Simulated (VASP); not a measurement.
# Os4C in VASP: further runs

Os4C is run at these levels: LDA; tasks: single point.

All numbers are computed with VASP 6.6.1; they aren't measurements. Logs are shortened: lines on timing, memory, paths and dates and some standing lists are left out, and cuts for length are marked.

## (1) The cell of the first run

The cell holds a slab with vacuum, 5 atoms: a = 2.715 Å, b = 2.715 Å, c = 21.866 Å, α = 90.00°, β = 90.00°, γ = 120.00°.

## (2) Single point, LDA

The input, INCAR:

```
ALGO = Normal
DIPOL = 0.5 0.5 0.373
EDIFF = 1E-6
ENCUT = 520
IDIPOL = 3
ISIF = 2
ISMEAR = 0
LASPH = True
LCHARG = True
LDIPOL = True
LELF = True
LREAL = False
LVACPOTAV = True
LVHAR = True
LWAVE = False
NBANDS = 26
NELM = 60
PREC = Accurate
SIGMA = 0.1
```

The input, KPOINTS:

```
k-points
0
Gamma
  12 12 1
```

The input, POSCAR:

```
Os4C
1.0
    2.7145740629      0.0000000000      0.0000000000
   -1.3572870314      2.3508900989      0.0000000000
    0.0000000000      0.0000000000     21.8661488866
Os C
4 1
Direct
    0.6666666667      0.3333333333      0.1829311609
    0.3333333333      0.6666666667      0.2811020214
    0.6666666667      0.3333333333      0.3787246389
    0.3333333333      0.6666666667      0.4740729124
    0.3333333333      1.0000000000      0.5462405388
```

Potentials or basis: VASP PAW LDA potentials, release 64 (Os, C).

Command:

```sh
$ cat potpaw_LDA.64/Os/POTCAR potpaw_LDA.64/C/POTCAR > POTCAR
$ mpirun -np 1 vasp_std > vasp.out
```

OUTCAR:

```text
EDIFF = 1E-6
   ENCUT = 520
   ISIF = 2
   ISMEAR = 0
   LASPH = True
   LREAL = False
   NELM = 60
   PREC = Accurate

 ion  position               nearest neighbor table
   1  0.667  0.333  0.183-   2 2.66   2 2.66   2 2.66
   2  0.333  0.667  0.281-   3 2.65   3 2.65   3 2.65   1 2.66   1 2.66   1 2.66
   3  0.667  0.333  0.379-   4 2.61   4 2.61   4 2.61   2 2.65   2 2.65   2 2.65
   4  0.333  0.667  0.474-   5 1.82   5 2.40   3 2.61   3 2.61   3 2.61
   5  0.333  0.000  0.546-   4 1.82   4 2.40

  LATTYP: Found a hexagonal cell.
 ALAT       =     2.7145740629
 C/A-ratio  =     8.0550938674

  Lattice vectors:

 A1 = (   2.7145740629,   0.0000000000,   0.0000000000)
 A2 = (  -1.3572870314,   2.3508900989,   0.0000000000)
 A3 = (   0.0000000000,   0.0000000000,  21.8661488866)

Analysis of symmetry for initial positions (statically):
=====================================================================
 Subroutine PRICEL returns:
 Original cell was already a primitive cell.

 Routine SETGRP: Setting up the symmetry group for a
 hexagonal supercell.

 Subroutine GETGRP returns: Found  1 space group operations
 (whereof  1 operations were pure point group operations)
 out of a pool of 24 trial point group operations.

The static configuration has the point symmetry C_1 .

Analysis of symmetry for dynamics (positions and initial velocities):
=====================================================================
 Subroutine PRICEL returns:
 Original cell was already a primitive cell.

 Routine SETGRP: Setting up the symmetry group for a
 hexagonal supercell.

 Subroutine GETGRP returns: Found  1 space group operations
 (whereof  1 operations were pure point group operations)
 out of a pool of 24 trial point group operations.

The dynamic configuration has the point symmetry C_1 .

 Subroutine INISYM returns: Found  1 space group operations
 (whereof  1 operations are pure point group operations),
 and found     1 'primitive' translations

----------------------------------------------------------------------------------------

                                     Primitive cell

  volume of cell :     139.5424

  direct lattice vectors                    reciprocal lattice vectors
     2.714574063  0.000000000  0.000000000     0.368381918  0.212685400  0.000000000
    -1.357287031  2.350890099  0.000000000     0.000000000  0.425370799  0.000000000
     0.000000000  0.000000000 21.866148887     0.000000000  0.000000000  0.045732790

  length of vectors
     2.714574063  2.714574063 21.866148887     0.425370799  0.425370799  0.045732790

  position of ions in fractional coordinates (direct lattice)
     0.666666667  0.333333333  0.182931161
     0.333333333  0.666666667  0.281102021
     0.666666667  0.333333333  0.378724639
     0.333333333  0.666666667  0.474072912
     0.333333333  0.000000000  0.546240539

  ion indices of the primitive-cell ions
   primitive index   ion index
                 1           1
                 2           2
                 3           3
                 4           4
                 5           5

----------------------------------------------------------------------------------------

 KPOINTS: k-points

Automatic generation of k-mesh.
 Grid dimensions read from file:
 generate k-points for:   12   12    1

 Generating k-lattice:

  Cartesian coordinates                     Fractional coordinates (reciprocal lattice)
     0.030698493  0.017723783  0.000000000     0.083333333  0.000000000  0.000000000
     0.000000000  0.035447567  0.000000000     0.000000000  0.083333333  0.000000000
     0.000000000  0.000000000  0.045732790     0.000000000  0.000000000  1.000000000

  Length of vectors
     0.035447567  0.035447567  0.045732790

  Shift w.r.t. Gamma in fractional coordinates (k-lattice)
     0.000000000  0.000000000  0.000000000

 Subroutine IBZKPT returns following result:
 ===========================================

 Found     74 irreducible k-points:

 Following reciprocal coordinates:
            Coordinates               Weight
  0.000000  0.000000  0.000000      1.000000
  0.083333  0.000000  0.000000      2.000000
  0.000000  0.083333  0.000000      2.000000
 -0.083333  0.083333  0.000000      2.000000
  0.166667  0.000000  0.000000      2.000000
  0.000000  0.166667  0.000000      2.000000
[... 16 lines left out ...]
  0.166667  0.083333  0.000000      2.000000
 -0.083333  0.250000  0.000000      2.000000
 [... further k-points ...]
   k-points           NKPTS =     74   k-points in BZ     NKDIM =     74   number of bands    NBANDS=     26
   number of dos      NEDOS =    301   number of ions     NIONS =      5
   total plane-waves  NPLWV =  67200
   dimension x,y,z NGX =    20 NGY =   20 NGZ =  168
   dimension x,y,z NGXF=    40 NGYF=   40 NGZF=  336
   ions per type =               4   1
   NGX,Y,Z   is equivalent  to a cutoff of  12.25, 12.25, 12.77 a.u.
   NGXF,Y,Z  is equivalent  to a cutoff of  24.50, 24.50, 25.55 a.u.
 SYSTEM =  unknown system
   PREC   = accura    normal or accurate (medium, high low for compatibility)
   ISTART =      0    job   : 0-new  1-cont  2-samecut
   ICHARG =      2    charge: 1-file 2-atom 10-const
   ISPIN  =      1    spin polarized calculation?
   LNONCOLLINEAR =      F non collinear calculations
   LSORBIT =      F    spin-orbit coupling
   LASPH  =      T    aspherical Exc in radial PAW
   ENCUT  =  520.0 eV  38.22 Ry    6.18 a.u.   5.05  5.05 40.66*2*pi/ulx,y,z
   NELM   =     60;   NELMIN=  2; NELMDL= -5     # of ELM steps
   EDIFF  = 0.1E-05   stopping-criterion for ELM
   LREAL  =      F    real-space projection
[... 7 lines left out ...]
   TEBEG  =    0.0;   TEEND  =   0.0 temperature during run
   PSTRESS=    0.0 pullay stress
   NELECT =      36.0000    total number of electrons
   NUPDOWN=      -1.0000    fix difference up-down
   EMIN   =  10.00;   EMAX   =-10.00  energy-range for DOS
   EFERMI =   0.00;   METHOD = LEGACY
   ISMEAR =     0;   SIGMA  =   0.10  broadening in eV -4-tet -1-fermi 0-gaus
   EFERMI_NEDOS =   21; number of points for ismear=-14 and -15
   IALGO  =     38    algorithm
   IMIX   =      4    mixing-type and parameters
     AMIX     =   0.40;   BMIX     =  1.00
     AMIX_MAG =   1.60;   BMIX_MAG =  1.00
  volume/ion in A,a.u.               =      27.91       188.34
  Fermi-wavevector in a.u.,A,eV,Ry     =   1.042174  1.969423 14.777649  1.086127
  Thomas-Fermi vector in A             =   2.176827
   LORBIT       =      0    0 simple, 1 ext, 2 COOP (PROOUT), +10 PAW based schemes
   GGA     = CA    functional components
   LHFCALC =     F    Hartree Fock is set to
   AEXX    =    0.0000 exact exchange contribution
   IVDW    =     0    specifies the selected vdW correction
   LEPSILON=     F    determine dielectric tensor
   LRPA    =     F    only Hartree local field effects (RPA)
 non-spin polarized calculation
 Gauss-broadening in eV      SIGMA  =   0.10
  energy-cutoff  :      520.00
  volume of cell :      139.54
 maximum number of plane-waves:      3813
   NGX = 11   NGY = 11   NGZ = 81

 dipolmoment           0.000000      0.000000     -0.834873 electrons x Angstroem

 number of electron      35.9999999 magnetization

 dipolmoment           0.000000      0.000000      0.039748 electrons x Angstroem

 Free energy of the ion-electron system (eV)
  ---------------------------------------------------
  ext. energy  EPLUGINS =         0.00000000
  ---------------------------------------------------
  free energy    TOTEN  =       -54.67784659 eV

  energy without entropy =      -54.66348026  energy(sigma->0) =      -54.67066342

 E-fermi :   0.6956     XC(G=0):  -7.1642

 val. band max:        0.6907577293   @ k =   0.0833   0.2500   0.0000
 cond. band min:       0.7077236618   @ k =   0.0833   0.0833   0.0000
 fundamental gap:      0.0169659325
 Fermi energy:         0.6956072756

 k-point     1 :       0.0000    0.0000    0.0000
  band No.  band energies     occupation
      1     -12.2100      2.00000
      2      -9.6272      2.00000
      3      -7.9591      2.00000
      4      -7.3440      2.00000
      5      -6.9418      2.00000
      6      -3.2878      2.00000
[... 18 lines left out ...]
     25       2.3452      0.00000
     26       2.3491      0.00000

 k-point     2 :       0.0833    0.0000    0.0000
  band No.  band energies     occupation
      1     -12.0481      2.00000
      2      -9.3663      2.00000
      3      -7.7048      2.00000
      4      -7.1171      2.00000
      5      -6.6635      2.00000
      6      -3.5158      2.00000
[... 18 lines left out ...]
     25       2.4269      0.00000
     26       3.3120      0.00000

 k-point     3 :       0.0000    0.0833    0.0000
  band No.  band energies     occupation
      1     -12.0385      2.00000
      2      -9.3722      2.00000
      3      -7.7155      2.00000
      4      -7.1123      2.00000
      5      -6.6627      2.00000
      6      -3.4720      2.00000
[... 18 lines left out ...]
     25       2.4321      0.00000
     26       3.3617      0.00000

 k-point     4 :      -0.0833    0.0833    0.0000
  band No.  band energies     occupation
      1     -12.0381      2.00000
      2      -9.3737      2.00000
      3      -7.7151      2.00000
      4      -7.1122      2.00000
      5      -6.6627      2.00000
      6      -3.4921      2.00000
[... 18 lines left out ...]
     25       2.4268      0.00000
     26       3.3500      0.00000

 k-point     5 :       0.1667    0.0000    0.0000
  band No.  band energies     occupation
      1     -11.6073      2.00000
      2      -8.6525      2.00000
      3      -7.0642      2.00000
      4      -6.5433      2.00000
      5      -5.9568      2.00000
      6      -4.0467      2.00000
[... 18 lines left out ...]
     25       2.6977      0.00000
     26       4.0937      0.00000

 k-point     6 :       0.0000    0.1667    0.0000
  band No.  band energies     occupation
      1     -11.5765      2.00000
      2      -8.6799      2.00000
      3      -7.1200      2.00000
      4      -6.4993      2.00000
      5      -5.9504      2.00000
      6      -4.0785      2.00000
[... 427 lines left out ...]
 k-point    21 :      -0.0833    0.1667    0.0000
  band No.  band energies     occupation
      1     -11.7174      2.00000
      2      -8.9030      2.00000
      3      -7.2915      2.00000
      4      -6.6751      2.00000
      5      -6.1498      2.00000
      6      -3.8468      2.00000
[... 18 lines left out ...]
     25       2.7546      0.00000
     26       4.2664      0.00000

 k-point    22 :      -0.1667    0.0833    0.0000
  band No.  band energies     occupation
      1     -11.7351      2.00000
      2      -8.8841      2.00000
      3      -7.2586      2.00000
      4      -6.6910      2.00000
      5      -6.1525      2.00000
      6      -3.9333      2.00000
[... 18 lines left out ...]
     25       2.8019      0.00000
     26       4.0518      0.00000

 k-point    23 :       0.1667    0.0833    0.0000
  band No.  band energies     occupation
      1     -11.2069      2.00000
      2      -8.0325      2.00000
      3      -6.5963      2.00000
      4      -6.0840      2.00000
      5      -5.4027      2.00000
      6      -4.5161      2.00000
[... 18 lines left out ...]
     25       3.0690      0.00000
     26       3.8890      0.00000

 k-point    24 :      -0.0833    0.2500    0.0000
  band No.  band energies     occupation
      1     -11.1863      2.00000
      2      -8.0930      2.00000
      3      -6.7021      2.00000
      4      -5.9911      2.00000
      5      -5.3854      2.00000
      6      -4.5318      2.00000
[... 18 lines left out ...]
     25       3.3014      0.00000
     26       4.0918      0.00000

 [... further k-points ...]

------------------------ aborting loop because EDIFF is reached ----------------------------------------

  FORCE on cell =-STRESS in cart. coord.  units (eV):
  Direction    XX          YY          ZZ          XY          YZ          ZX
  --------------------------------------------------------------------------------------
  -------------------------------------------------------------------------------------
  Total        0.5650536     -0.4243266      2.3275495     -0.3446360      1.9540881     -1.9009041
  in kB        6.4877474     -4.8719691     26.7241055     -3.9569897     22.4361534    -21.8255136
  external PRESSURE =       9.4466280 kB  Pullay stress =       0.0000000 kB

 VOLUME and BASIS-vectors are now :
 -----------------------------------------------------------------------------
  energy-cutoff  :      520.00
  volume of cell :      139.54
      direct lattice vectors                 reciprocal lattice vectors
     2.714574063  0.000000000  0.000000000     0.368381918  0.212685400  0.000000000
    -1.357287031  2.350890099  0.000000000     0.000000000  0.425370799  0.000000000
     0.000000000  0.000000000 21.866148887     0.000000000  0.000000000  0.045732790

 POSITION                                       TOTAL-FORCE (eV/Angst)
 -----------------------------------------------------------------------------------
      1.35729      0.78363      4.00000         0.066807     -0.035021      1.104744
     -0.00000      1.56726      6.14662        -0.040369      0.065616     -1.062430
      1.35729      0.78363      8.28125         0.419003     -0.426778     -2.236721
     -0.00000      1.56726     10.36615         0.043972     -0.311226      1.894167
      0.90486      0.00000     11.94418        -0.489413      0.707408      0.300240
 -----------------------------------------------------------------------------------
    total drift:                               -0.000106      0.000026     -0.004374

  FREE ENERGIE OF THE ION-ELECTRON SYSTEM (eV)
  ---------------------------------------------------
  free  energy   TOTEN  =       -54.6778465854 eV

  energy  without entropy=      -54.6634802571  energy(sigma->0) =      -54.67066342

 vacuum level on the upper side and lower side of the slab         7.802         6.322
```

It took 5.9 min on 1 thread of Intel Xeon 6975P-C (Granite Rapids), shared host; peak memory 0.37 GiB.

What came out:

* Free energy: -54.6778 eV
* Largest force: 2.315 eV/Å
* Band gap on the k mesh: zero (bands 18 and 19 overlap by 3.03 eV)

Forces on the atoms (eV/Å):
```
Os   0.067 -0.035  1.105
Os  -0.040  0.066 -1.062
Os   0.419 -0.427 -2.237
Os   0.044 -0.311  1.894
C   -0.489  0.707  0.300
```

Caveat: spin-orbit coupling is left out, which moves the levels of the heavy elements.

(Continued in part 2 of 2.)

The gap in the log of VASP goes by the Fermi energy; the results here count the filled bands.